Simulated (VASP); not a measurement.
# ZnS (P6_3mc) in VASP: a series of runs

ZnS is run at these levels: LDA, PBEsol+D3(BJ); tasks: single point.

All numbers are computed with VASP 6.6.1; they aren't measurements. Logs are shortened: lines on timing, memory, paths and dates and some standing lists are left out, and cuts for length are marked.

## 1. The cell of the first run

It takes space group P6_3mc (No. 186, hexagonal). Conventional cell: a = 3.786 Å, b = 3.786 Å, c = 18.565 Å, α = 90.00°, β = 90.00°, γ = 120.00°. Within 3.1 Å of Zn (site symmetry 3m) lie 4 S at 2.32 Å. Within 3.1 Å of Zn (site symmetry 3m) lie 4 S at 2.32 Å. Zn (site symmetry 3m) has 4 S at 2.32 Å within 3.1 Å. Within 3.1 Å of S (site symmetry 3m) lie 4 Zn at 2.32 Å. Within 3.1 Å of S (site symmetry 3m) lie 4 Zn at 2.32 Å. S (site symmetry 3m) has 4 Zn at 2.32 Å within 3.1 Å.

## 2. Single point, LDA

File INCAR:

```
PREC = Accurate
ENCUT = 520
EDIFF = 1E-6
ISMEAR = -1
SIGMA = 0.05
LREAL = False
LASPH = True
NELM = 60
ALGO = Normal
ISIF = 2
LWAVE = False
LCHARG = False
GGA = CA
NBANDS = 66
```

File KPOINTS:

```
regular mesh
0
Gamma
  8 8 2
```

File POSCAR:

```
ZnS
1.0
    3.7864153365      0.0000000000      0.0000000000
   -1.8932076683      3.2791318707      0.0000000000
    0.0000000000      0.0000000000     18.5645500459
Zn S
6 6
Direct
    0.3333333333      0.6666666667      0.8333300000
    0.6666666667      0.3333333333      0.3333300000
    0.6666666667      0.3333333333      0.6666700000
    0.3333333333      0.6666666667      0.1666700000
    0.0000000000      0.0000000000      0.5000000000
    0.0000000000      0.0000000000      0.0000000000
    0.3333333333      0.6666666667      0.9583300000
    0.6666666667      0.3333333333      0.4583300000
    0.6666666667      0.3333333333      0.7916700000
    0.3333333333      0.6666666667      0.2916700000
    0.0000000000      0.0000000000      0.6250000000
    0.0000000000      0.0000000000      0.1250000000
```

Potentials or basis: VASP PAW LDA potentials, release 64 (Zn, S).

The run is started by

```
cat potpaw_LDA.64/Zn/POTCAR potpaw_LDA.64/S/POTCAR > POTCAR
mpirun -np 1 vasp_std > vasp.out
```

OUTCAR:

```text
PREC = Accurate
   ENCUT = 520
   EDIFF = 1E-6
   ISMEAR = -1
   LREAL = False
   LASPH = True
   NELM = 60
   ISIF = 2
   GGA = CA

 ion  position               nearest neighbor table
   1  0.333  0.667  0.833-   9 2.32   9 2.32   9 2.32   7 2.32
   2  0.667  0.333  0.333-  10 2.32  10 2.32  10 2.32   8 2.32
   3  0.667  0.333  0.667-  11 2.32  11 2.32  11 2.32   9 2.32
   4  0.333  0.667  0.167-  12 2.32  12 2.32  12 2.32  10 2.32
   5  0.000  0.000  0.500-   8 2.32   8 2.32   8 2.32  11 2.32
   6  0.000  0.000  0.000-   7 2.32   7 2.32   7 2.32  12 2.32
   7  0.333  0.667  0.958-   6 2.32   6 2.32   6 2.32   1 2.32
   8  0.667  0.333  0.458-   5 2.32   5 2.32   5 2.32   2 2.32
   9  0.667  0.333  0.792-   1 2.32   1 2.32   1 2.32   3 2.32
  10  0.333  0.667  0.292-   2 2.32   2 2.32   2 2.32   4 2.32
  11  0.000  0.000  0.625-   3 2.32   3 2.32   3 2.32   5 2.32
  12  0.000  0.000  0.125-   4 2.32   4 2.32   4 2.32   6 2.32

  LATTYP: Found a hexagonal cell.
 ALAT       =     3.7864153365
 C/A-ratio  =     4.9029354669

  Lattice vectors:

 A1 = (   3.7864153365,   0.0000000000,   0.0000000000)
 A2 = (  -1.8932076683,   3.2791318707,   0.0000000000)
 A3 = (   0.0000000000,   0.0000000000,  18.5645500459)

Analysis of symmetry for initial positions (statically):
=====================================================================
 Subroutine PRICEL returns:
 Original cell was already a primitive cell.

 Routine SETGRP: Setting up the symmetry group for a
 hexagonal supercell.

 Subroutine GETGRP returns: Found 12 space group operations
 (whereof  6 operations were pure point group operations)
 out of a pool of 24 trial point group operations.

The static configuration has the point symmetry C_3v.
 The point group associated with its full space group is C_6v.

Analysis of symmetry for dynamics (positions and initial velocities):
=====================================================================
 Subroutine PRICEL returns:
 Original cell was already a primitive cell.

 Routine SETGRP: Setting up the symmetry group for a
 hexagonal supercell.

 Subroutine GETGRP returns: Found 12 space group operations
 (whereof  6 operations were pure point group operations)
 out of a pool of 24 trial point group operations.

The dynamic configuration has the point symmetry C_3v.
 The point group associated with its full space group is C_6v.

 Subroutine INISYM returns: Found 12 space group operations
 (whereof  6 operations are pure point group operations),
 and found     1 'primitive' translations

----------------------------------------------------------------------------------------

                                     Primitive cell

  volume of cell :     230.5003

  direct lattice vectors                    reciprocal lattice vectors
     3.786415337  0.000000000  0.000000000     0.264102036  0.152479382  0.000000000
    -1.893207668  3.279131871  0.000000000     0.000000000  0.304958763  0.000000000
     0.000000000  0.000000000 18.564550046     0.000000000  0.000000000  0.053866105

  length of vectors
     3.786415337  3.786415337 18.564550046     0.304958763  0.304958763  0.053866105

  position of ions in fractional coordinates (direct lattice)
     0.333333333  0.666666667  0.833330000
     0.666666667  0.333333333  0.333330000
     0.666666667  0.333333333  0.666670000
     0.333333333  0.666666667  0.166670000
     0.000000000  0.000000000  0.500000000
     0.000000000  0.000000000  0.000000000
     0.333333333  0.666666667  0.958330000
     0.666666667  0.333333333  0.458330000
     0.666666667  0.333333333  0.791670000
     0.333333333  0.666666667  0.291670000
     0.000000000  0.000000000  0.625000000
     0.000000000  0.000000000  0.125000000

  ion indices of the primitive-cell ions
   primitive index   ion index
                 1           1
                 2           2
                 3           3
                 4           4
                 5           5
                 6           6
                 7           7
                 8           8
                 9           9
                10          10
                11          11
                12          12

----------------------------------------------------------------------------------------

 KPOINTS: regular mesh

Automatic generation of k-mesh.
 Grid dimensions read from file:
 generate k-points for:    8    8    2

 Generating k-lattice:

  Cartesian coordinates                     Fractional coordinates (reciprocal lattice)
     0.033012755  0.019059923  0.000000000     0.125000000  0.000000000  0.000000000
     0.000000000  0.038119845  0.000000000     0.000000000  0.125000000  0.000000000
     0.000000000  0.000000000  0.026933052     0.000000000  0.000000000  0.500000000

  Length of vectors
     0.038119845  0.038119845  0.026933052

  Shift w.r.t. Gamma in fractional coordinates (k-lattice)
     0.000000000  0.000000000  0.000000000

 Subroutine IBZKPT returns following result:
 ===========================================

 Found     20 irreducible k-points:

 Following reciprocal coordinates:
            Coordinates               Weight
  0.000000  0.000000  0.000000      1.000000
  0.125000  0.000000  0.000000      6.000000
  0.250000  0.000000  0.000000      6.000000
  0.375000  0.000000  0.000000      6.000000
  0.500000  0.000000  0.000000      3.000000
  0.125000  0.125000  0.000000      6.000000
[... 12 lines left out ...]
  0.250000  0.250000  0.500000      6.000000
  0.375000  0.250000  0.500000      6.000000
   k-points           NKPTS =     20   k-points in BZ     NKDIM =     20   number of bands    NBANDS=     66
   number of dos      NEDOS =    301   number of ions     NIONS =     12
   total plane-waves  NPLWV = 109760
   dimension x,y,z NGX =    28 NGY =   28 NGZ =  140
   dimension x,y,z NGXF=    56 NGYF=   56 NGZF=  280
   ions per type =               6   6
   NGX,Y,Z   is equivalent  to a cutoff of  12.29, 12.29, 12.54 a.u.
   NGXF,Y,Z  is equivalent  to a cutoff of  24.59, 24.59, 25.07 a.u.
 SYSTEM =  unknown system
   PREC   = accura    normal or accurate (medium, high low for compatibility)
   ISTART =      0    job   : 0-new  1-cont  2-samecut
   ICHARG =      2    charge: 1-file 2-atom 10-const
   ISPIN  =      1    spin polarized calculation?
   LNONCOLLINEAR =      F non collinear calculations
   LSORBIT =      F    spin-orbit coupling
   LASPH  =      T    aspherical Exc in radial PAW
   ENCUT  =  520.0 eV  38.22 Ry    6.18 a.u.   7.04  7.04 34.52*2*pi/ulx,y,z
   NELM   =     60;   NELMIN=  2; NELMDL= -5     # of ELM steps
   EDIFF  = 0.1E-05   stopping-criterion for ELM
   LREAL  =      F    real-space projection
   EDIFFG = 0.1E-04   stopping-criterion for IOM
   NSW    =      0    number of steps for IOM
   IBRION =     -1    ionic relax: 0-MD 1-quasi-New 2-CG
   NFREE  =      0    steps in history (QN), initial steepest desc. (CG)
   ISIF   =      2    stress and relaxation
   ISYM   =      2    0-nonsym 1-usesym 2-fastsym
   POTIM  = 0.5000    time-step for ionic-motion
   TEBEG  =    0.0;   TEEND  =   0.0 temperature during run
   PSTRESS=    0.0 pullay stress
   NELECT =     108.0000    total number of electrons
   NUPDOWN=      -1.0000    fix difference up-down
   EMIN   =  10.00;   EMAX   =-10.00  energy-range for DOS
   EFERMI =   0.00;   METHOD = LEGACY
   ISMEAR =    -1;   SIGMA  =   0.05  broadening in eV -4-tet -1-fermi 0-gaus
   EFERMI_NEDOS =   21; number of points for ismear=-14 and -15
   IALGO  =     38    algorithm
   IMIX   =      4    mixing-type and parameters
     AMIX     =   0.40;   BMIX     =  1.00
     AMIX_MAG =   1.60;   BMIX_MAG =  1.00
  volume/ion in A,a.u.               =      19.21       129.62
  Fermi-wavevector in a.u.,A,eV,Ry     =   1.271527  2.402837 21.997637  1.616781
  Thomas-Fermi vector in A             =   2.404455
   LORBIT       =      0    0 simple, 1 ext, 2 COOP (PROOUT), +10 PAW based schemes
   GGA     = CA    functional components
   LHFCALC =     F    Hartree Fock is set to
   AEXX    =    0.0000 exact exchange contribution
   IVDW    =     0    specifies the selected vdW correction
   LEPSILON=     F    determine dielectric tensor
   LRPA    =     F    only Hartree local field effects (RPA)
 non-spin polarized calculation
  energy-cutoff  :      520.00
  volume of cell :      230.50
 maximum number of plane-waves:      6239
   NGX = 15   NGY = 15   NGZ = 69

 number of electron     107.9999985 magnetization

 Free energy of the ion-electron system (eV)
  ---------------------------------------------------
  ext. energy  EPLUGINS =         0.00000000
  ---------------------------------------------------
  free energy    TOTEN  =       -49.18265985 eV

  energy without entropy =      -49.18265985  energy(sigma->0) =      -49.18265985

 E-fermi :   3.2418     XC(G=0): -10.1594

 val. band max:        2.1865203583   @ k =   0.0000   0.0000   0.0000
 cond. band min:       4.2184933404   @ k =   0.0000   0.0000   0.0000
 fundamental gap:      2.0319729821
 Fermi energy:         3.2417676719

 k-point     1 :       0.0000    0.0000    0.0000
  band No.  band energies     occupation
      1     -11.1197      2.00000
      2     -10.9056      2.00000
      3     -10.8979      2.00000
      4     -10.4086      2.00000
      5     -10.4007      2.00000
      6     -10.1146      2.00000
[... 58 lines left out ...]
     65       8.4852      0.00000
     66       8.6106      0.00000

 k-point     2 :       0.1250    0.0000    0.0000
  band No.  band energies     occupation
      1     -11.0081      2.00000
      2     -10.8026      2.00000
      3     -10.7948      2.00000
      4     -10.3293      2.00000
      5     -10.3215      2.00000
      6     -10.0527      2.00000
[... 1231 lines left out ...]
     65       8.4949      0.00000
     66       8.4949      0.00000

 k-point    20 :       0.3750    0.2500    0.5000
  band No.  band energies     occupation
      1      -9.9439      2.00000
      2      -9.9439      2.00000
      3      -9.8765      2.00000
      4      -9.8765      2.00000
      5      -9.8137      2.00000
      6      -9.8137      2.00000
[... 58 lines left out ...]
     65       8.6595      0.00000
     66       8.6595      0.00000

------------------------ aborting loop because EDIFF is reached ----------------------------------------

  FORCE on cell =-STRESS in cart. coord.  units (eV):
  Direction    XX          YY          ZZ          XY          YZ          ZX
  --------------------------------------------------------------------------------------
  -------------------------------------------------------------------------------------
  Total       -3.5320115     -3.5320115     -3.4291969      0.0000000      0.0000000      0.0000000
  in kB      -24.5505447    -24.5505447    -23.8358938      0.0000000      0.0000000      0.0000000
  external PRESSURE =     -24.3123277 kB  Pullay stress =       0.0000000 kB

 VOLUME and BASIS-vectors are now :
 -----------------------------------------------------------------------------
  energy-cutoff  :      520.00
  volume of cell :      230.50
      direct lattice vectors                 reciprocal lattice vectors
     3.786415337  0.000000000  0.000000000     0.264102036  0.152479382  0.000000000
    -1.893207668  3.279131871  0.000000000     0.000000000  0.304958763  0.000000000
     0.000000000  0.000000000 18.564550046     0.000000000  0.000000000  0.053866105

 POSITION                                       TOTAL-FORCE (eV/Angst)
 -----------------------------------------------------------------------------------
     -0.00000      2.18609     15.47040         0.000000     -0.000000      0.001944
      1.89321      1.09304      6.18812        -0.000000     -0.000000      0.001944
      1.89321      1.09304     12.37643        -0.000000     -0.000000      0.016837
     -0.00000      2.18609      3.09415        -0.000000     -0.000000      0.016837
      0.00000      0.00000      9.28228        -0.000000     -0.000000     -0.007440
      0.00000      0.00000      0.00000        -0.000000     -0.000000     -0.007440
     -0.00000      2.18609     17.79097         0.000000     -0.000000     -0.030649
      1.89321      1.09304      8.50869        -0.000000     -0.000000     -0.030649
      1.89321      1.09304     14.69700         0.000000      0.000000     -0.008228
     -0.00000      2.18609      5.41472         0.000000     -0.000000     -0.008228
      0.00000      0.00000     11.60284        -0.000000     -0.000000      0.027536
      0.00000      0.00000      2.32057         0.000000      0.000000      0.027536
 -----------------------------------------------------------------------------------
    total drift:                               -0.000002     -0.000003     -0.000465

  FREE ENERGIE OF THE ION-ELECTRON SYSTEM (eV)
  ---------------------------------------------------
  free  energy   TOTEN  =       -49.1826598548 eV

  energy  without entropy=      -49.1826598547  energy(sigma->0) =      -49.18265985
```

Run time: 2.6 min. Hardware: 1 thread of Intel Xeon 6975P-C (Granite Rapids), shared host; peak memory 0.37 GiB.

What came out:

```
Free energy            : -49.1827 eV
Pressure               : -2.4 GPa
Largest force          : 0.031 eV/Å
Band gap on the k mesh : 2.03 eV
```

Forces in eV/Å, atoms in the order of the input:
```
Zn   0.000  0.000  0.002
Zn   0.000  0.000  0.002
Zn   0.000  0.000  0.017
Zn   0.000  0.000  0.017
Zn   0.000  0.000 -0.007
Zn   0.000  0.000 -0.007
S    0.000  0.000 -0.031
S    0.000  0.000 -0.031
S    0.000  0.000 -0.008
S    0.000  0.000 -0.008
S    0.000  0.000  0.028
S    0.000  0.000  0.028
```

## 3. Single point, PBEsol+D3(BJ)

File INCAR:

```
  ALGO = Normal
  EDIFF = 1E-6
  ENCUT = 520
  GGA = PS
  ISIF = 2
  ISMEAR = -1
  IVDW = 12
  LASPH = T
  LCHARG = F
  LREAL = F
  LWAVE = F
  NBANDS = 66
  NELM = 100
  PREC = Accurate
  SIGMA = 0.05
```

File KPOINTS:

```
k-points
0
Gamma
  8 8 2
```

POSCAR is that of step 2.

Potentials or basis: VASP PAW PBE potentials, release 64 (Zn, S).

The run is started by

```
cat potpaw_PBE.64/Zn/POTCAR potpaw_PBE.64/S/POTCAR > POTCAR
mpirun -np 1 vasp_std > vasp.out
```

It took 3 min on 1 thread of Intel Xeon 6975P-C (Granite Rapids), shared host; peak memory 0.45 GiB.

The run converged. Its results:

```yaml
Free_energy: -48.7156 eV
Pressure: -2.0 GPa
Largest_force: 0.029 eV/Å
Band_gap_on_the_k_mesh: 2.12 eV
Dispersion_energy_per_atom: -0.266 eV
```

Forces in eV/Å, atoms in the order of the input:
```
Zn   0.000  0.000  0.002
Zn   0.000  0.000  0.002
Zn   0.000  0.000  0.015
Zn   0.000  0.000  0.015
Zn   0.000  0.000 -0.005
Zn   0.000  0.000 -0.005
S    0.000  0.000 -0.029
S    0.000  0.000 -0.029
S    0.000  0.000 -0.008
S    0.000  0.000 -0.008
S    0.000  0.000  0.025
S    0.000  0.000  0.025
```

Levels at points of the mesh, in eV from the valence-band top:
```tsv
k point	band 51	band 52	band 53	band 54	band 55	band 56	band 57	band 58
(0.00, 0.00, 0.00)	-0.25	-0.02	0.00	0.00	2.12	3.15	3.22	3.27
(0.50, 0.00, 0.00)	-1.33	-1.32	-1.15	-0.92	3.32	3.41	3.46	3.75
(0.00, 0.00, 0.50)	-0.07	-0.07	-0.07	-0.07	2.61	2.61	3.20	3.20
(0.50, 0.00, 0.50)	-1.28	-1.28	-1.04	-1.04	3.22	3.22	3.73	3.73
```

Caveat: the PAW data sets were made with another functional, which shifts forces and pressure a little. As with any semilocal functional, this PBEsol gap is likely too small.
